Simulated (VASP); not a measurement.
Crystal: KZnF3.

```
Zn K F
1.0
     3.96732    0.00000    0.00000
     0.00000    3.96732    0.00000
     0.00000    0.00000    3.96732
Zn K F
1 1 3
Cartesian
  1.9837 1.9837 1.9837
  0.0000 0.0000 0.0000
  1.9837 0.0000 1.9837
  0.0000 1.9837 1.9837
  1.9837 1.9837 0.0000
```

Base run:

```yaml
Program: VASP 6.6.1
Functional: PBE
Potentials_or_basis: VASP PAW PBE potentials, release 64 (Zn, K_sv, F)
Cutoff: 520 eV
k_mesh: 7 × 7 × 7
Occupations: fermi-dirac, width 0.05 eV
Spin: no spin polarisation
```

Its results: band gap on the k mesh 4.07 eV (least direct gap 6.18 eV); pressure 11.6 GPa.

The run is repeated on the same cell with these changes: functional from PBE to LDA; potentials or basis from VASP PAW PBE potentials, release 64 (Zn, K_sv, F) to VASP PAW LDA potentials, release 64 (Zn, K_sv, F). What comes out?

Band gap on the k mesh 3.88 eV (least direct gap 5.93 eV); pressure 1.1 GPa.

Caveats: an odd mesh through Γ misses points on the zone boundary, where band edges can lie; the cell stands under pressure (at least some runs).
